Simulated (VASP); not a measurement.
Crystal: Rh.

```xyz
1
Lattice="0.0000 1.9004 1.9004 1.9004 0.0000 1.9004 1.9004 1.9004 0.0000" Properties=species:S:1:pos:R:3 pbc="T T T"
Rh    0.0000    0.0000    0.0000
```

Base run:

```yaml
Program: VASP 6.6.1
Functional: r2SCAN
Potentials_or_basis: VASP PAW PBE potentials, release 64 (Rh_sv_GW)
Cutoff: 580 eV
k_mesh: 20 × 20 × 20
Occupations: fermi-dirac, width 0.08 eV
Spin: no spin polarisation
```

Its results: pressure -1.6 GPa.

Question: The run is repeated on the same cell with these changes: potentials or basis from VASP PAW PBE potentials, release 64 (Rh_sv_GW) to VASP PAW PBE potentials, release 64 (Rh_pv); cutoff from 580 eV to 520 eV; valence electrons from 17 to 15. What comes out?

Answer: Pressure 1.2 GPa.

Caveats: the PAW data sets were made with another functional, which shifts forces and pressure a little.
